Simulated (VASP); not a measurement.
# Er4Se (Pm-3m) in VASP: further runs, part 2 of 2

VASP 6.6.1.

## Step 3: Single point, PBE

This run uses another cell than the first one, of 33.91 Å³/atom.

Input file INCAR:

```
PREC = Accurate ; ENCUT = 500
EDIFF = 1E-6 ; ISMEAR = 0
SIGMA = 0.1 ; LREAL = False
LASPH = True ; NELM = 200
ALGO = Normal ; ISIF = 2
LWAVE = False ; LCHARG = False
GGA = PE ; NBANDS = 29
GGA_COMPAT = False ; LMAXMIX = 6
```

Input file KPOINTS:

```
regular mesh
0
Gamma
  4 4 4
```

Input file POSCAR:

```
Er4Se
1.0
    5.5346766389      0.0000000000      0.0000000000
    0.0000000000      5.5346766389      0.0000000000
    0.0000000000      0.0000000000      5.5346766389
Er Se
4 1
Direct
    0.5000000000      0.5000000000      0.5000000000
    0.0000000000      0.5000000000      0.5000000000
    0.5000000000      0.0000000000      0.5000000000
    0.5000000000      0.5000000000      0.0000000000
    0.0000000000      0.0000000000      0.0000000000
```

Potentials or basis: VASP PAW PBE potentials, release 64 (Er_3, Se), 4f in core.

The run is started by

```bash
$ cat potpaw_PBE.64/Er_3/POTCAR potpaw_PBE.64/Se/POTCAR > POTCAR
$ mpirun -np 1 vasp_std > vasp.out
```

OUTCAR:

```text
PREC = Accurate
   ENCUT = 500
   EDIFF = 1E-6
   ISMEAR = 0
   LREAL = False
   LASPH = True
   NELM = 200
   ISIF = 2
   GGA = PE

 ion  position               nearest neighbor table
   1  0.500  0.500  0.500-   2 2.77   3 2.77   4 2.77   4 2.77   3 2.77   2 2.77
   2  0.000  0.500  0.500-   1 2.77   1 2.77
   3  0.500  0.000  0.500-   1 2.77   1 2.77
   4  0.500  0.500  0.000-   1 2.77   1 2.77
   5  0.000  0.000  0.000-

  LATTYP: Found a simple cubic cell.
 ALAT       =     5.5346766389

  Lattice vectors:

 A1 = (   5.5346766389,   0.0000000000,   0.0000000000)
 A2 = (   0.0000000000,   5.5346766389,   0.0000000000)
 A3 = (   0.0000000000,   0.0000000000,   5.5346766389)

Analysis of symmetry for initial positions (statically):
=====================================================================
 Subroutine PRICEL returns:
 Original cell was already a primitive cell.

 Routine SETGRP: Setting up the symmetry group for a
 simple cubic supercell.

 Subroutine GETGRP returns: Found 48 space group operations
 (whereof 48 operations were pure point group operations)
 out of a pool of 48 trial point group operations.

The static configuration has the point symmetry O_h .

Analysis of symmetry for dynamics (positions and initial velocities):
=====================================================================
 Subroutine PRICEL returns:
 Original cell was already a primitive cell.

 Routine SETGRP: Setting up the symmetry group for a
 simple cubic supercell.

 Subroutine GETGRP returns: Found 48 space group operations
 (whereof 48 operations were pure point group operations)
 out of a pool of 48 trial point group operations.

[... 105 lines left out ...]
   EFERMI =   0.00;   METHOD = LEGACY
   ISMEAR =     0;   SIGMA  =   0.10  broadening in eV -4-tet -1-fermi 0-gaus
   EFERMI_NEDOS =   21; number of points for ismear=-14 and -15
   IALGO  =     38    algorithm
   IMIX   =      4    mixing-type and parameters
     AMIX     =   0.40;   BMIX     =  1.00
     AMIX_MAG =   1.60;   BMIX_MAG =  1.00
  volume/ion in A,a.u.               =      33.91       228.82
  Fermi-wavevector in a.u.,A,eV,Ry     =   1.028172  1.942963 14.383225  1.057137
  Thomas-Fermi vector in A             =   2.162155
   LORBIT       =      0    0 simple, 1 ext, 2 COOP (PROOUT), +10 PAW based schemes
   GGA     = PE    functional components
   LHFCALC =     F    Hartree Fock is set to
   AEXX    =    0.0000 exact exchange contribution
   IVDW    =     0    specifies the selected vdW correction
   LEPSILON=     F    determine dielectric tensor
   LRPA    =     F    only Hartree local field effects (RPA)
 non-spin polarized calculation
 Gauss-broadening in eV      SIGMA  =   0.10
  energy-cutoff  :      500.00
  volume of cell :      169.54
 maximum number of plane-waves:      4337
   NGX = 21   NGY = 21   NGZ = 21

 number of electron      41.9999986 magnetization

 Free energy of the ion-electron system (eV)
  ---------------------------------------------------
  ext. energy  EPLUGINS =         0.00000000
  ---------------------------------------------------
  free energy    TOTEN  =       -17.51456504 eV

  energy without entropy =      -17.48655188  energy(sigma->0) =      -17.50055846

 E-fermi :   2.1782     XC(G=0):  -9.0002

 val. band max:        2.1578765848   @ k =   0.5000   0.2500   0.0000
 cond. band min:       2.2087830874   @ k =   0.0000   0.0000   0.0000
 fundamental gap:      0.0509065025
 Fermi energy:         2.1781857328

 k-point     1 :       0.0000    0.0000    0.0000
  band No.  band energies     occupation
      1     -23.7218      2.00000
      2     -23.7218      2.00000
      3     -23.7218      2.00000
      4     -23.1103      2.00000
      5     -23.1103      2.00000
      6     -23.1103      2.00000
[... 309 lines left out ...]
     28       4.9006      0.00000
     29       4.9196      0.00000

------------------------ aborting loop because EDIFF is reached ----------------------------------------

  FORCE on cell =-STRESS in cart. coord.  units (eV):
  Direction    XX          YY          ZZ          XY          YZ          ZX
  --------------------------------------------------------------------------------------
  -------------------------------------------------------------------------------------
  Total        0.6028714      0.6028714      0.6028714      0.0000000      0.0000000     -0.0000000
  in kB        5.6971610      5.6971610      5.6971610      0.0000000      0.0000000     -0.0000000
  external PRESSURE =       5.6971610 kB  Pullay stress =       0.0000000 kB

 VOLUME and BASIS-vectors are now :
 -----------------------------------------------------------------------------
  energy-cutoff  :      500.00
  volume of cell :      169.54
      direct lattice vectors                 reciprocal lattice vectors
     5.534676639  0.000000000  0.000000000     0.180679029  0.000000000  0.000000000
     0.000000000  5.534676639  0.000000000     0.000000000  0.180679029  0.000000000
     0.000000000  0.000000000  5.534676639     0.000000000  0.000000000  0.180679029

 POSITION                                       TOTAL-FORCE (eV/Angst)
 -----------------------------------------------------------------------------------
      2.76734      2.76734      2.76734         0.000000      0.000000      0.000000
      0.00000      2.76734      2.76734         0.000000      0.000000      0.000000
      2.76734      0.00000      2.76734         0.000000      0.000000      0.000000
      2.76734      2.76734      0.00000         0.000000      0.000000      0.000000
      0.00000      0.00000      0.00000         0.000000      0.000000      0.000000
 -----------------------------------------------------------------------------------
    total drift:                               -0.000000     -0.000000     -0.000000

  FREE ENERGIE OF THE ION-ELECTRON SYSTEM (eV)
  ---------------------------------------------------
  free  energy   TOTEN  =       -17.5145650376 eV

  energy  without entropy=      -17.4865518812  energy(sigma->0) =      -17.50055846
```

Wall time 24 s (1 thread of Intel Xeon 6975P-C (Granite Rapids), shared host); peak memory 0.24 GiB.

What came out:

```yaml
Free_energy: -17.5146 eV
Pressure: 0.6 GPa
Band_gap_on_the_k_mesh: zero (bands 21 and 22 overlap by 1.83 eV)
```

Caveat: spin-orbit coupling is left out, which moves the levels of the heavy elements; the 4f electrons are frozen in the core, so they carry no moment and show no levels; the run has no spin polarisation, though such a crystal can be magnetic.

## Step 4: Relaxation of cell and atoms, PBE

Input file INCAR:

```
  ALGO = Normal
  EDIFF = 1E-7
  EDIFFG = -0.04
  ENCUT = 500
  GGA = PE
  GGA_COMPAT = False
  IBRION = 2
  ISIF = 3
  ISMEAR = 0
  LASPH = True
  LCHARG = False
  LMAXMIX = 6
  LREAL = False
  LWAVE = False
  NELM = 200
  NELMIN = 4
  NSW = 90
  PREC = Accurate
  SIGMA = 0.1
```

Input file KPOINTS:

```
k-points
0
Gamma
  4 4 4
```

POSCAR, as its differences from that of step 3:

```diff
@@ -2,5 +2,5 @@
 1.0
-    5.5346766389      0.0000000000      0.0000000000
-    0.0000000000      5.5346766389      0.0000000000
-    0.0000000000      0.0000000000      5.5346766389
+    4.9030439600      0.0000000000      0.0000000000
+    0.0000000000      4.9030439600      0.0000000000
+    0.0000000000      0.0000000000      4.9030439600
 Er Se
```

The run is started by

```bash
$ cat potpaw_PBE.64/Er_3/POTCAR potpaw_PBE.64/Se/POTCAR > POTCAR
$ mpirun -np 1 vasp_std > vasp.out
```

Wall time 64 s (1 thread of Intel Xeon 6975P-C (Granite Rapids), shared host); peak memory 0.22 GiB.

It converged, with:

* Free energy: -17.5166 eV
* Relaxed volume: 34.60 Å³/atom
* Relaxed cell: a = 5.572 Å, b = 5.572 Å, c = 5.572 Å, α = 90.00°, β = 90.00°, γ = 90.00°
* Space group after relaxing (to 0.1 Å): Pm-3m (No. 221)
* Energy gained by relaxing: 526.8 meV/atom
* Ionic steps: 4
* Pressure after relaxing: 0.0 GPa
* Band gap on the k mesh: zero (bands 21 and 22 overlap by 1.82 eV)

The path:
| step | energy change (eV) | largest force (eV/Å) | pressure (GPa) | volume (Å³) |
| --- | --- | --- | --- | --- |
| 1 | 0.0000 | 0.0000 | 21.44 | 117.87 |
| 2 | -2.6085 | 0.0000 | -1.04 | 180.29 |
| 3 | -2.6321 | 0.0000 | 0.34 | 170.84 |
| 4 | -2.6341 | 0.0000 | -0.03 | 173.02 |

Final structure:
```cif
data_structure
_symmetry_space_group_name_H-M 'P 1'
_symmetry_Int_Tables_number 1
_cell_length_a 5.5723
_cell_length_b 5.5723
_cell_length_c 5.5723
_cell_angle_alpha 90.000
_cell_angle_beta 90.000
_cell_angle_gamma 90.000
_cell_volume 173.02
loop_
_atom_site_label
_atom_site_type_symbol
_atom_site_fract_x
_atom_site_fract_y
_atom_site_fract_z
_atom_site_occupancy
Er1 Er 0.50000 0.50000 0.50000 1
Er2 Er 0.00000 0.50000 0.50000 1
Er3 Er 0.50000 0.00000 0.50000 1
Er4 Er 0.50000 0.50000 0.00000 1
Se1 Se 0.00000 0.00000 0.00000 1
```

Levels at points of the mesh, in eV from the Fermi level:
```tsv
k point	band 19	band 20	band 21	band 22	band 23	band 24
(0.00, 0.00, 0.00)	-1.60	-1.60	-1.08	-1.08	0.03	0.25
(0.50, 0.00, 0.00)	-1.14	-0.67	-0.21	-0.21	0.77	0.88
(0.50, 0.50, 0.00)	-0.66	0.05	0.22	0.22	0.44	0.76
(0.50, 0.50, 0.50)	-1.27	0.19	0.74	1.37	1.37	1.37
```

Caveat: the volume moved by over 15 % at a fixed basis, so the end points are rough; spin-orbit coupling is left out, which moves the levels of the heavy elements; the 4f electrons are frozen in the core, so they carry no moment and show no levels; the run has no spin polarisation, though such a crystal can be magnetic. With open d or f shells a metallic result of PBE can be an artefact of self-interaction; +U or a hybrid may open a gap.

## Step 5: The runs side by side

| task | cell | gap on the mesh (eV) | pressure (GPa) |
| --- | --- | --- | --- |
| single point | a = 4.903 Å, 5 atoms | none | 21.4 |
| single point | a = 5.535 Å, 5 atoms | none | 0.6 |
| relaxation of cell and atoms | relaxed from a = 4.903 Å, 5 atoms | none | 0.0 |

Alike in all rows: level PBE; potentials or basis VASP PAW PBE potentials, release 64 (Er_3, Se), 4f in core; no spin polarisation; k mesh 4 × 4 × 4; cutoff (eV) 500; smearing gaussian 0.1 eV.

Caveats: spin-orbit coupling is left out, which moves the levels of the heavy elements; the 4f electrons are frozen in the core, so they carry no moment and show no levels; the run has no spin polarisation, though such a crystal can be magnetic; the cell stands under pressure (at least some runs); the volume moved by over 15 % at a fixed basis, so the end points are rough (at least some runs).

Total energies depend on the potentials used, so only differences within one code and one set of settings carry meaning.

The gap in the log of VASP goes by the Fermi energy; the results here count the filled bands.